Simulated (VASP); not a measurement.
# Y3V (Fm-3m) in VASP: a series of runs

Y3V is run at these levels: r2SCAN, PBE; tasks: single point, relaxation of cell and atoms.

Program: VASP 6.6.1. These are calculated values, not measurements. Logs are shortened: lines on timing, memory, paths and dates and some standing lists are left out, and cuts for length are marked.

### Step 1. The cell of the first run

Symmetry: Fm-3m, No. 225, cubic system. Conventional cell: a = 7.624 Å, b = 7.624 Å, c = 7.624 Å, α = 90.00°, β = 90.00°, γ = 90.00°. Within 4.3 Å of Y (site symmetry -43m) lie 10 Y at 3.30 to 3.81 Å and 4 V at 3.30 Å. Within 4.3 Å of Y (site symmetry m-3m) lie 8 Y at 3.30 Å and 6 V at 3.81 Å. Within 4.3 Å of V (site symmetry m-3m) lie 14 Y at 3.30 to 3.81 Å.

### Step 2. Single point, r2SCAN

Contents of POSCAR:

```
Y3V
1.0
    0.0000000000      3.8122163958      3.8122163958
    3.8122163958      0.0000000000      3.8122163958
    3.8122163958      3.8122163958      0.0000000000
Y V
3 1
Direct
    0.2500000000      0.2500000000      0.2500000000
    0.7500000000      0.7500000000      0.7500000000
    0.5000000000      0.5000000000      0.5000000000
    0.0000000000      0.0000000000      0.0000000000
```

Contents of INCAR.step1:

```
SYSTEM = Y3V
  PREC = Accurate
  ENCUT = 520
  ISMEAR = 0
  SIGMA = 0.1
  LREAL = .False.
  LASPH = .True.
  NELM = 80
  NBANDS = 31
  GGA = PE
  ALGO = Normal
  EDIFF = 1E-4
  LWAVE = .True.
  LCHARG = .False.
```

Contents of INCAR.step2:

```
SYSTEM = Y3V
  PREC = Accurate
  ENCUT = 520
  EDIFF = 1E-7
  ISMEAR = 0
  SIGMA = 0.1
  LREAL = .False.
  LASPH = .True.
  NELM = 80
  ALGO = Normal
  ISIF = 2
  LWAVE = .False.
  LCHARG = .False.
  METAGGA = R2SCAN
  LMIXTAU = .True.
  NBANDS = 31
  ISTART = 1
```

Contents of KPOINTS:

```
regular mesh
0
Gamma
  10 10 10
  0 0 0
```

Potentials or basis: VASP PAW PBE potentials, release 64 (Y_sv, V_sv).

The run is started by

```sh
$ cat potpaw_PBE.64/Y_sv/POTCAR potpaw_PBE.64/V_sv/POTCAR > POTCAR
$ cp INCAR.step1 INCAR
$ mpirun -np 1 vasp_std > vasp.out
$ cp INCAR.step2 INCAR
$ mpirun -np 1 vasp_std > vasp.out
```

OUTCAR:

```text
SYSTEM = Y3V
   PREC = Accurate
   ENCUT = 520
   EDIFF = 1E-7
   ISMEAR = 0
   LREAL = .False.
   LASPH = .True.
   NELM = 80
   ISIF = 2
   METAGGA = R2SCAN
   ISTART = 1

 ion  position               nearest neighbor table
   1  0.250  0.250  0.250-   4 3.30   4 3.30   4 3.30   3 3.30   4 3.30   3 3.30   3 3.30   3 3.30
                             2 3.81   2 3.81   2 3.81   2 3.81   2 3.81   2 3.81
   2  0.750  0.750  0.750-   3 3.30   3 3.30   3 3.30   3 3.30   4 3.30   4 3.30   4 3.30   4 3.30
                             1 3.81   1 3.81   1 3.81   1 3.81   1 3.81   1 3.81
   3  0.500  0.500  0.500-   1 3.30   1 3.30   1 3.30   1 3.30   2 3.30   2 3.30   2 3.30   2 3.30

   4  0.000  0.000  0.000-   2 3.30   2 3.30   2 3.30   1 3.30   2 3.30   1 3.30   1 3.30   1 3.30

  LATTYP: Found a face centered cubic cell.
 ALAT       =     7.6244327916

  Lattice vectors:

 A1 = (   0.0000000000,   3.8122163958,   3.8122163958)
 A2 = (   3.8122163958,   0.0000000000,   3.8122163958)
 A3 = (   3.8122163958,   3.8122163958,   0.0000000000)

Analysis of symmetry for initial positions (statically):
=====================================================================
 Subroutine PRICEL returns:
 Original cell was already a primitive cell.

 Routine SETGRP: Setting up the symmetry group for a
 face centered cubic supercell.

 Subroutine GETGRP returns: Found 48 space group operations
 (whereof 48 operations were pure point group operations)
 out of a pool of 48 trial point group operations.

The static configuration has the point symmetry O_h .

Analysis of symmetry for dynamics (positions and initial velocities):
=====================================================================
 Subroutine PRICEL returns:
 Original cell was already a primitive cell.

 Routine SETGRP: Setting up the symmetry group for a
 face centered cubic supercell.

 Subroutine GETGRP returns: Found 48 space group operations
 (whereof 48 operations were pure point group operations)
 out of a pool of 48 trial point group operations.

The dynamic configuration has the point symmetry O_h .

 Subroutine INISYM returns: Found 48 space group operations
 (whereof 48 operations are pure point group operations),
 and found     1 'primitive' translations

----------------------------------------------------------------------------------------

                                     Primitive cell

  volume of cell :     110.8058

  direct lattice vectors                    reciprocal lattice vectors
     0.000000000  3.812216396  3.812216396    -0.131157298  0.131157298  0.131157298
     3.812216396  0.000000000  3.812216396     0.131157298 -0.131157298  0.131157298
     3.812216396  3.812216396  0.000000000     0.131157298  0.131157298 -0.131157298

  length of vectors
     5.391288130  5.391288130  5.391288130     0.227171103  0.227171103  0.227171103

  position of ions in fractional coordinates (direct lattice)
     0.250000000  0.250000000  0.250000000
     0.750000000  0.750000000  0.750000000
     0.500000000  0.500000000  0.500000000
     0.000000000  0.000000000  0.000000000

  ion indices of the primitive-cell ions
   primitive index   ion index
                 1           1
                 2           2
                 3           3
                 4           4

----------------------------------------------------------------------------------------

 KPOINTS: regular mesh

Automatic generation of k-mesh.
 Grid dimensions read from file:
 generate k-points for:   10   10   10

 Generating k-lattice:

  Cartesian coordinates                     Fractional coordinates (reciprocal lattice)
    -0.013115730  0.013115730  0.013115730     0.100000000  0.000000000  0.000000000
     0.013115730 -0.013115730  0.013115730     0.000000000  0.100000000  0.000000000
     0.013115730  0.013115730 -0.013115730     0.000000000  0.000000000  0.100000000

  Length of vectors
     0.022717110  0.022717110  0.022717110

  Shift w.r.t. Gamma in fractional coordinates (k-lattice)
     0.000000000  0.000000000  0.000000000

 Subroutine IBZKPT returns following result:
 ===========================================

 Found     47 irreducible k-points:

 Following reciprocal coordinates:
            Coordinates               Weight
  0.000000  0.000000  0.000000      1.000000
  0.100000  0.000000  0.000000      8.000000
  0.200000  0.000000  0.000000      8.000000
  0.300000  0.000000  0.000000      8.000000
  0.400000  0.000000  0.000000      8.000000
  0.500000  0.000000  0.000000      4.000000
[... 16 lines left out ...]
  0.300000  0.300000  0.000000      6.000000
  0.400000  0.300000  0.000000     24.000000
 [... further k-points ...]
   k-points           NKPTS =     47   k-points in BZ     NKDIM =     47   number of bands    NBANDS=     31
   number of dos      NEDOS =    301   number of ions     NIONS =      4
   total plane-waves  NPLWV =  64000
   dimension x,y,z NGX =    40 NGY =   40 NGZ =   40
   dimension x,y,z NGXF=    80 NGYF=   80 NGZF=   80
   ions per type =               3   1
   NGX,Y,Z   is equivalent  to a cutoff of  12.33, 12.33, 12.33 a.u.
   NGXF,Y,Z  is equivalent  to a cutoff of  24.67, 24.67, 24.67 a.u.
 SYSTEM =  Y3V
   PREC   = accura    normal or accurate (medium, high low for compatibility)
   ISTART =      1    job   : 0-new  1-cont  2-samecut
   ICHARG =      0    charge: 1-file 2-atom 10-const
   ISPIN  =      1    spin polarized calculation?
   LNONCOLLINEAR =      F non collinear calculations
   LSORBIT =      F    spin-orbit coupling
   LASPH  =      T    aspherical Exc in radial PAW
   ENCUT  =  520.0 eV  38.22 Ry    6.18 a.u.  10.02 10.02 10.02*2*pi/ulx,y,z
   NELM   =     80;   NELMIN=  2; NELMDL=  0     # of ELM steps
   EDIFF  = 0.1E-06   stopping-criterion for ELM
   LREAL  =      F    real-space projection
   EDIFFG = 0.1E-05   stopping-criterion for IOM
   NSW    =      0    number of steps for IOM
   IBRION =     -1    ionic relax: 0-MD 1-quasi-New 2-CG
   NFREE  =      0    steps in history (QN), initial steepest desc. (CG)
   ISIF   =      2    stress and relaxation
   ISYM   =      2    0-nonsym 1-usesym 2-fastsym
   POTIM  = 0.5000    time-step for ionic-motion
   TEBEG  =    0.0;   TEEND  =   0.0 temperature during run
   PSTRESS=    0.0 pullay stress
   NELECT =      46.0000    total number of electrons
   NUPDOWN=      -1.0000    fix difference up-down
   EMIN   =  10.00;   EMAX   =-10.00  energy-range for DOS
   EFERMI =   0.00;   METHOD = LEGACY
   ISMEAR =     0;   SIGMA  =   0.10  broadening in eV -4-tet -1-fermi 0-gaus
   EFERMI_NEDOS =   21; number of points for ismear=-14 and -15
   IALGO  =     38    algorithm
   IMIX   =      4    mixing-type and parameters
     AMIX     =   0.40;   BMIX     =  1.00
     AMIX_MAG =   1.60;   BMIX_MAG =  1.00
  volume/ion in A,a.u.               =      27.70       186.94
  Fermi-wavevector in a.u.,A,eV,Ry     =   1.221256  2.307838 20.292616  1.491465
  Thomas-Fermi vector in A             =   2.356444
   LORBIT       =      0    0 simple, 1 ext, 2 COOP (PROOUT), +10 PAW based schemes
   METAGGA = R2SCAN    functional components
   LHFCALC =     F    Hartree Fock is set to
   AEXX    =    0.0000 exact exchange contribution
   IVDW    =     0    specifies the selected vdW correction
   LEPSILON=     F    determine dielectric tensor
   LRPA    =     F    only Hartree local field effects (RPA)
 non-spin polarized calculation
 Gauss-broadening in eV      SIGMA  =   0.10
  energy-cutoff  :      520.00
  volume of cell :      110.81
 maximum number of plane-waves:      3002
   NGX = 21   NGY = 21   NGZ = 21

 number of electron      46.0000003 magnetization

 Free energy of the ion-electron system (eV)
  ---------------------------------------------------
  ext. energy  EPLUGINS =         0.00000000
  ---------------------------------------------------
  free energy    TOTEN  =       -72.68647376 eV

  energy without entropy =      -72.60874799  energy(sigma->0) =      -72.64761087

 E-fermi :   3.8485     XC(G=0): -10.6612

 val. band max:        3.8443451904   @ k =   0.5000   0.3000   0.0000
 cond. band min:       3.8527491425   @ k =  -0.2000   0.2000   0.0000
 fundamental gap:      0.0084039521
 Fermi energy:         3.8485423518

 k-point     1 :       0.0000    0.0000    0.0000
  band No.  band energies     occupation
      1     -62.9479      2.00000
      2     -40.3259      2.00000
      3     -39.9864      2.00000
      4     -39.9757      2.00000
      5     -35.6427      2.00000
      6     -35.6427      2.00000
[... 23 lines left out ...]
     30       5.6629      0.00000
     31       8.5872      0.00000

 k-point     2 :       0.1000    0.0000    0.0000
  band No.  band energies     occupation
      1     -62.9479      2.00000
      2     -40.3244      2.00000
      3     -39.9872      2.00000
      4     -39.9765      2.00000
      5     -35.6427      2.00000
      6     -35.6426      2.00000
[... 23 lines left out ...]
     30       5.6902      0.00000
     31       8.2514      0.00000

 k-point     3 :       0.2000    0.0000    0.0000
  band No.  band energies     occupation
      1     -62.9479      2.00000
      2     -40.3202      2.00000
      3     -39.9892      2.00000
      4     -39.9789      2.00000
      5     -35.6427      2.00000
      6     -35.6426      2.00000
[... 23 lines left out ...]
     30       5.7928      0.00000
     31       7.2954      0.00000

 k-point     4 :       0.3000    0.0000    0.0000
  band No.  band energies     occupation
      1     -62.9479      2.00000
      2     -40.3150      2.00000
      3     -39.9914      2.00000
      4     -39.9823      2.00000
      5     -35.6427      2.00000
      6     -35.6425      2.00000
[... 635 lines left out ...]
     30       6.0025      0.00000
     31       6.4439      0.00000

 k-point    23 :       0.3000    0.3000    0.0000
  band No.  band energies     occupation
      1     -62.9479      2.00000
      2     -40.3113      2.00000
      3     -39.9944      2.00000
      4     -39.9831      2.00000
      5     -35.6427      2.00000
      6     -35.6426      2.00000
[... 23 lines left out ...]
     30       5.7769      0.00000
     31       6.8559      0.00000

 k-point    24 :       0.4000    0.3000    0.0000
  band No.  band energies     occupation
      1     -62.9479      2.00000
      2     -40.3079      2.00000
      3     -39.9959      2.00000
      4     -39.9852      2.00000
      5     -35.6427      2.00000
      6     -35.6427      2.00000
[... 23 lines left out ...]
     30       5.7330      0.00000
     31       6.5614      0.00000

 [... further k-points ...]

------------------------ aborting loop because EDIFF is reached ----------------------------------------

  FORCE on cell =-STRESS in cart. coord.  units (eV):
  Direction    XX          YY          ZZ          XY          YZ          ZX
  --------------------------------------------------------------------------------------
  -------------------------------------------------------------------------------------
  Total       -1.2630439     -1.2630439     -1.2630439     -0.0000000      0.0000000     -0.0000000
  in kB      -18.2627591    -18.2627591    -18.2627591     -0.0000000      0.0000000     -0.0000000
  external PRESSURE =     -18.2627591 kB  Pullay stress =       0.0000000 kB

 VOLUME and BASIS-vectors are now :
 -----------------------------------------------------------------------------
  energy-cutoff  :      520.00
  volume of cell :      110.81
      direct lattice vectors                 reciprocal lattice vectors
     0.000000000  3.812216396  3.812216396    -0.131157298  0.131157298  0.131157298
     3.812216396  0.000000000  3.812216396     0.131157298 -0.131157298  0.131157298
     3.812216396  3.812216396  0.000000000     0.131157298  0.131157298 -0.131157298

 POSITION                                       TOTAL-FORCE (eV/Angst)
 -----------------------------------------------------------------------------------
      1.90611      1.90611      1.90611        -0.000000      0.000000     -0.000000
      5.71832      5.71832      5.71832         0.000000      0.000000      0.000000
      3.81222      3.81222      3.81222         0.000000     -0.000000      0.000000
      0.00000      0.00000      0.00000         0.000000     -0.000000      0.000000
 -----------------------------------------------------------------------------------
    total drift:                               -0.000000      0.000000      0.000000

  FREE ENERGIE OF THE ION-ELECTRON SYSTEM (eV)
  ---------------------------------------------------
  free  energy   TOTEN  =       -72.6864737568 eV

  energy  without entropy=      -72.6087479890  energy(sigma->0) =      -72.64761087
```

It took 18 min on 1 thread of Intel Xeon Platinum 8375C at 2.90GHz (Ice Lake), shared host; peak memory 0.36 GiB.

Results:

```
Free energy            : -72.6865 eV
Pressure               : -1.8 GPa
Band gap on the k mesh : zero (bands 23 and 24 overlap by 0.35 eV)
```

Levels at points of the mesh, in eV from the Fermi level:
```
           k point  band 21  band 22  band 23  band 24  band 25  band 26
(0.00, 0.00, 0.00)    -0.32    -0.32    -0.22    -0.22    -0.22     1.49
(0.50, 0.00, 0.00)    -0.49    -0.49    -0.22     0.02     0.02     0.35
(0.50, 0.50, 0.00)    -0.12    -0.02    -0.02     0.68     0.84     0.84
```

Caveat: the PAW data sets were made with another functional, which shifts forces and pressure a little.

(Continued in part 2 of 2.)
